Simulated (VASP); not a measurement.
# MgAl2C2 (P-3m1) in VASP: vibrations by perturbation theory with LDA

Aim: the vibrations by perturbation theory of MgAl2C2 with LDA.

All numbers are computed with VASP 6.6.1; they aren't measurements. Logs are shortened: lines on timing, memory, paths and dates and some standing lists are left out, and cuts for length are marked.

## (1) The cell of the first run

It takes space group P-3m1 (No. 164, trigonal). The conventional cell has a = 3.231 Å, b = 3.231 Å, c = 5.351 Å, α = 90.00°, β = 90.00°, γ = 120.00°. Mg (site symmetry -3m) has 6 C at 2.33 Å and 6 Al at 2.63 Å within 3.1 Å. Within 2.5 Å of Al (site symmetry 3m) lie 4 C at 1.92 to 2.10 Å and 3 Al at 2.48 Å. C (site symmetry 3m) has 4 Al at 1.92 to 2.10 Å and 3 Mg at 2.33 Å within 2.5 Å.

## (2) Vibrations by perturbation theory, LDA

INCAR

```
PREC     = Accurate       # precision mode
ENCUT    = 520            # plane-wave cutoff, eV
EDIFF    = 1E-8           # SCF threshold, eV
ISMEAR   = 0              # smearing method
SIGMA    = 0.01           # smearing width, eV
LREAL    = False          # projectors in reciprocal space
LASPH    = True           # aspherical terms in the spheres
NELM     = 80             # most SCF steps
ALGO     = Normal         # electronic algorithm
ISIF     = 2              # what is computed and relaxed
LWAVE    = False          # write WAVECAR
LCHARG   = False          # write CHGCAR
NBANDS   = 16             # bands
IBRION   = 8              # ionic algorithm
NSW      = 1              # ionic steps
LEPSILON = True           # dielectric tensor by DFPT
```

KPOINTS

```
Automatic mesh
0
Gamma
  12 12 6
```

POSCAR

```
MgAl2C2
1.0
    3.2309509118      0.0000000000      0.0000000000
   -1.6154754559      2.7980855680      0.0000000000
    0.0000000000      0.0000000000      5.3514686638
Mg Al C
1 2 2
Direct
    0.0000000000      0.0000000000      0.0000000000
    0.3333333333      0.6666666667      0.3470676311
    0.6666666667      0.3333333333      0.6529323689
    0.3333333333      0.6666666667      0.7397278672
    0.6666666667      0.3333333333      0.2602721328
```

Potentials or basis: VASP PAW LDA potentials, release 64 (Mg, Al, C).

Command:

```console
$ cat potpaw_LDA.64/Mg/POTCAR potpaw_LDA.64/Al/POTCAR potpaw_LDA.64/C/POTCAR > POTCAR
$ mpirun -np 1 vasp_std > vasp.out
```

OUTCAR:

```text
PREC = Accurate
   ENCUT = 520
   EDIFF = 1E-8
   ISMEAR = 0
   LREAL = False
   LASPH = True
   NELM = 80
   ISIF = 2
   IBRION = 8
   NSW = 1
   LEPSILON = True

 ion  position               nearest neighbor table
   1  0.000  0.000  0.000-   4 2.33   5 2.33   5 2.33   4 2.33   5 2.33   4 2.33   2 2.63   3 2.63
                             2 2.63   3 2.63   3 2.63   2 2.63
   2  0.333  0.667  0.347-   5 1.92   5 1.92   5 1.92   4 2.10   3 2.48   3 2.48   3 2.48   1 2.63
                             1 2.63   1 2.63
   3  0.667  0.333  0.653-   4 1.92   4 1.92   4 1.92   5 2.10   2 2.48   2 2.48   2 2.48   1 2.63
                             1 2.63   1 2.63
   4  0.333  0.667  0.740-   3 1.92   3 1.92   3 1.92   2 2.10   1 2.33   1 2.33   1 2.33
   5  0.667  0.333  0.260-   2 1.92   2 1.92   2 1.92   3 2.10   1 2.33   1 2.33   1 2.33

  LATTYP: Found a hexagonal cell.
 ALAT       =     3.2309509118
 C/A-ratio  =     1.6563138252

  Lattice vectors:

 A1 = (   3.2309509118,   0.0000000000,   0.0000000000)
 A2 = (  -1.6154754559,   2.7980855680,   0.0000000000)
 A3 = (   0.0000000000,   0.0000000000,   5.3514686638)

Analysis of symmetry for initial positions (statically):
=====================================================================
 Subroutine PRICEL returns:
 Original cell was already a primitive cell.

 Routine SETGRP: Setting up the symmetry group for a
 hexagonal supercell.

 Subroutine GETGRP returns: Found 12 space group operations
 (whereof 12 operations were pure point group operations)
 out of a pool of 24 trial point group operations.

The static configuration has the point symmetry D_3d.

Analysis of symmetry for dynamics (positions and initial velocities):
=====================================================================
 Subroutine PRICEL returns:
 Original cell was already a primitive cell.

 Routine SETGRP: Setting up the symmetry group for a
 hexagonal supercell.

 Subroutine GETGRP returns: Found 12 space group operations
 (whereof 12 operations were pure point group operations)
 out of a pool of 24 trial point group operations.

The dynamic configuration has the point symmetry D_3d.

 Subroutine INISYM returns: Found 12 space group operations
 (whereof 12 operations are pure point group operations),
 and found     1 'primitive' translations

----------------------------------------------------------------------------------------

                                     Primitive cell

  volume of cell :      48.3798

  direct lattice vectors                    reciprocal lattice vectors
     3.230950912  0.000000000  0.000000000     0.309506405  0.178693606  0.000000000
    -1.615475456  2.798085568  0.000000000     0.000000000  0.357387212  0.000000000
     0.000000000  0.000000000  5.351468664     0.000000000  0.000000000  0.186864590

  length of vectors
     3.230950912  3.230950912  5.351468664     0.357387212  0.357387212  0.186864590

  position of ions in fractional coordinates (direct lattice)
     0.000000000  0.000000000  0.000000000
     0.333333333  0.666666667  0.347067631
     0.666666667  0.333333333  0.652932369
     0.333333333  0.666666667  0.739727867
     0.666666667  0.333333333  0.260272133

  ion indices of the primitive-cell ions
   primitive index   ion index
                 1           1
                 2           2
                 3           3
[... 643 lines left out ...]

 PIEZOELECTRIC TENSOR FIELD DIRECTION 3  (C/m^2)
 -----------------------------------------------------------------------------
    -0.00080  0.00000  0.00000
     0.00000 -0.00080  0.00000
     0.00000 -0.00000  0.00148

[... ionic steps 4 to 12 ...]

--------------------------------------- Ionic step       13  -------------------------------------------

------------------------ aborting loop because EDIFF is reached ----------------------------------------

[... ionic steps 14 to 14 ...]

--------------------------------------- Ionic step       15  -------------------------------------------

 Free energy of the ion-electron system (eV)
  ---------------------------------------------------
  ---------------------------------------------------
  free energy    TOTEN  =        -0.13268498 eV

  energy without entropy =       -0.13268498

------------------------ aborting loop because EDIFF is reached ----------------------------------------

 INTERNAL STRAIN TENSOR  FOR ION    4  DIRECTION 3   (eV/Angst):
 -----------------------------------------------------------------------------
    -4.78858 -0.00000  0.00000
    -0.00000 -4.78858  0.00000
    -0.00000  0.00000 -6.68020

 MACROSCOPIC STATIC DIELECTRIC TENSOR (including local field effects in DFT)
 ------------------------------------------------------
           7.005650    -0.000000     0.000000
          -0.000000     7.005650     0.000000
           0.000000     0.000000     8.090987
 ------------------------------------------------------

 PIEZOELECTRIC TENSOR (including local field effects)  for field in x, y, z        (e  Angst)
          XX          YY          ZZ          XY          YZ          ZX
  --------------------------------------------------------------------------------
  x     0.00000     0.00000     0.00000     0.00000     0.00000     0.00000
  y     0.00000     0.00000     0.00000     0.00000     0.00000     0.00000
  z     0.00000     0.00000     0.00000     0.00000     0.00000     0.00000

 PIEZOELECTRIC TENSOR (including local field effects)  for field in x, y, z        (C/m^2)
          XX          YY          ZZ          XY          YZ          ZX
  --------------------------------------------------------------------------------
  x     0.00000     0.00000     0.00000     0.00000     0.00000     0.00000
  y     0.00000     0.00000     0.00000     0.00000     0.00000     0.00000
  z     0.00000     0.00000     0.00000     0.00000     0.00000     0.00000

 BORN EFFECTIVE CHARGES (including local field effects) (in |e|, cummulative output)
 ---------------------------------------------------------------------------------
 ion    1
    1     1.90016     0.00000     0.00000
    2     0.00000     1.90016     0.00000
    3     0.00000     0.00000     2.38734
 ion    2
    1     2.26273     0.00000     0.00000
    2     0.00000     2.26273     0.00000
    3    -0.00000     0.00000     2.18168
 ion    3
    1     2.26273     0.00000     0.00000
    2     0.00000     2.26273     0.00000
    3     0.00000     0.00000     2.18168
 ion    4
    1    -3.21281     0.00000     0.00000
    2     0.00000    -3.21281    -0.00000
    3     0.00000     0.00000    -3.37535
 ion    5
    1    -3.21281     0.00000     0.00000
    2     0.00000    -3.21281    -0.00000
    3    -0.00000     0.00000    -3.37535

 INTERNAL STRAIN TENSOR FOR ION    5 for displacements in x,y,z  (eV/Angst):
          X           Y           Z          XY          YZ          ZX
  --------------------------------------------------------------------------------
  x     0.00000     0.00000     0.00000    13.74175     0.00000     8.76902
  y    13.74175   -13.74175     0.00000     0.00000     8.61059     0.00000
  z     4.78858     4.78858     6.68020     0.00000     0.00000     0.00000

 SECOND DERIVATIVES (NOT SYMMETRIZED)
 ------------------------------------
               1X          1Y          1Z          2X          2Y          2Z          3X          3Y          3Z          4X          4Y          4Z          5X          5Y          5Z
  1X    -6.982260    0.000000    0.000000    2.035557    0.000000    0.000000    2.035557    0.000000    0.000000    1.455573    0.000000    0.000000    1.455573    0.000000    0.000000
  1Y     0.000000   -6.982260    0.000000    0.000000    2.035557    0.000000    0.000000    2.035557    0.000000    0.000000    1.455573    0.000000    0.000000    1.455573    0.000000
  1Z     0.000000    0.000000  -15.485899    0.000000    0.000000    7.246472    0.000000    0.000000    7.246472    0.000000   -0.000000    0.496477   -0.000000   -0.000000    0.496477
  2X     2.035754    0.000000    0.000000  -22.647252    0.000000    0.000000    3.291334    0.000000    0.000000    1.587699    0.000000    0.000000   15.732465    0.000000    0.000000
  2Y     0.000000    2.035754    0.000000    0.000000  -22.647252   -0.000000    0.000000    3.291334    0.000000    0.000000    1.587699   -0.000000    0.000000   15.732465   -0.000000
  2Z     0.000000    0.000000    7.244056    0.000000    0.000000  -18.480156    0.000000   -0.000000    4.795727   -0.000000    0.000000    1.547202    0.000000    0.000000    4.893171
  3X     2.035754    0.000000    0.000000    3.291334    0.000000    0.000000  -22.647252    0.000000    0.000000   15.732465    0.000000    0.000000    1.587699    0.000000    0.000000
  3Y     0.000000    2.035754    0.000000    0.000000    3.291334    0.000000    0.000000  -22.647252   -0.000000    0.000000   15.732465   -0.000000    0.000000    1.587699   -0.000000
  3Z     0.000000    0.000000    7.244056    0.000000   -0.000000    4.795727    0.000000    0.000000  -18.480156    0.000000    0.000000    4.893171   -0.000000    0.000000    1.547202
  4X     1.455291    0.000000    0.000000    1.587450    0.000000    0.000000   15.731428    0.000000    0.000000  -19.656387    0.000000    0.000000    0.882218    0.000000    0.000000
  4Y     0.000000    1.455291    0.000000    0.000000    1.587450    0.000000   -0.000000   15.731428    0.000000    0.000000  -19.656387    0.000000    0.000000    0.882218    0.000000
  4Z     0.000000    0.000000    0.499365    0.000000    0.000000    1.546210    0.000000    0.000000    4.893380    0.000000    0.000000  -12.937288    0.000000   -0.000000    5.998334
  5X     1.455291    0.000000    0.000000   15.731428    0.000000    0.000000    1.587450    0.000000    0.000000    0.882218    0.000000    0.000000  -19.656387    0.000000    0.000000
  5Y     0.000000    1.455291    0.000000   -0.000000   15.731428    0.000000    0.000000    1.587450    0.000000    0.000000    0.882218    0.000000    0.000000  -19.656387    0.000000
  5Z     0.000000    0.000000    0.499365    0.000000    0.000000    4.893380    0.000000    0.000000    1.546210    0.000000   -0.000000    5.998334    0.000000    0.000000  -12.937288

 Eigenvectors and eigenvalues of the dynamical matrix
 ----------------------------------------------------

   1 f  =   23.219496 THz   145.892398 2PiTHz  774.519028 cm-1    96.028078 meV
             X         Y         Z           dx          dy          dz
      0.000000  0.000000  0.000000     0.000000   -0.000000    0.000000
     -0.000000  1.865390  1.857322    -0.000067    0.377464   -0.000000
      1.615475  0.932695  3.494147     0.000067   -0.377464    0.000000
     -0.000000  1.865390  3.958631    -0.000106    0.597930    0.000000
      1.615475  0.932695  1.392838     0.000106   -0.597930   -0.000000
[... 105 lines left out ...]
  15 f/i=    0.000882 THz     0.005543 2PiTHz    0.029429 cm-1     0.003649 meV
             X         Y         Z           dx          dy          dz
      0.000000  0.000000  0.000000    -0.000000   -0.000000   -0.487479
     -0.000000  1.865390  1.857322    -0.000000   -0.000000   -0.513603
      1.615475  0.932695  3.494147    -0.000000   -0.000000   -0.513603
     -0.000000  1.865390  3.958631    -0.000000   -0.000000   -0.342628
      1.615475  0.932695  1.392838    -0.000000   -0.000000   -0.342628

--------------------------------------------------------------------------------------------------------

 MACROSCOPIC STATIC DIELECTRIC TENSOR IONIC CONTRIBUTION
 ------------------------------------------------------
           5.200927    -0.000000    -0.000000
          -0.000000     5.200927     0.000000
          -0.000000     0.000000    13.162136
 ------------------------------------------------------

 ELASTIC MODULI CONTR FROM IONIC RELAXATION (kBar)
 Direction    XX          YY          ZZ          XY          YZ          ZX
 --------------------------------------------------------------------------------
 XX        -732.8879    563.8843    -91.2546      0.0000   -322.1382      0.0000
 YY         563.8843   -732.8879    -91.2546     -0.0000    322.1382     -0.0000
 ZZ         -91.2546    -91.2546   -255.2351     -0.0000      0.0000      0.0000
 XY           0.0000     -0.0000     -0.0000   -648.3861      0.0000   -331.7809
 YZ        -322.1382    322.1382      0.0000      0.0000   -328.7020      0.0000
 ZX           0.0000     -0.0000      0.0000   -331.7809      0.0000   -329.8506
 --------------------------------------------------------------------------------

 PIEZOELECTRIC TENSOR IONIC CONTR  for field in x, y, z        (C/m^2)
          XX          YY          ZZ          XY          YZ          ZX
  --------------------------------------------------------------------------------
  x     0.00000    -0.00000    -0.00000     0.00000     0.00000     0.00000
  y     0.00000    -0.00000     0.00000     0.00000     0.00000     0.00000
  z    -0.00000    -0.00000    -0.00000     0.00000    -0.00000     0.00000
```

It took 43 min on 1 thread of Oxide Virtual Turin-like, shared host; peak memory 0.9 GiB.

Results:

* Electronic dielectric tensor (diagonal): 7.01, 7.01, 8.09
* Born charges (mean of the diagonal): Mg +2.06; Al +2.24; C -3.27 e
* Highest phonon frequency at Γ: 775 cm⁻¹

Phonon frequencies in cm⁻¹ (negative: imaginary):
| q point | frequencies |
| --- | --- |
| (0.000, 0.000, 0.000) | 0 0 0 320 320 356 356 419 471 541 664 772 772 775 775 |

Electronic dielectric tensor:
```
7.01 0.00 0.00
0.00 7.01 0.00
0.00 0.00 8.09
```

Born effective charge tensors (e):
atom 1, Mg
```
1.90 0.00 0.00
0.00 1.90 0.00
0.00 0.00 2.39
```
atom 2, Al
```
2.26 0.00 0.00
0.00 2.26 0.00
0.00 0.00 2.18
```
atom 3, Al
```
2.26 0.00 0.00
0.00 2.26 0.00
0.00 0.00 2.18
```
atom 4, C
```
-3.21  0.00  0.00
 0.00 -3.21  0.00
 0.00  0.00 -3.38
```
atom 5, C
```
-3.21  0.00  0.00
 0.00 -3.21  0.00
 0.00  0.00 -3.38
```

Caveat: the cell stands under pressure or tension, which shifts response properties.
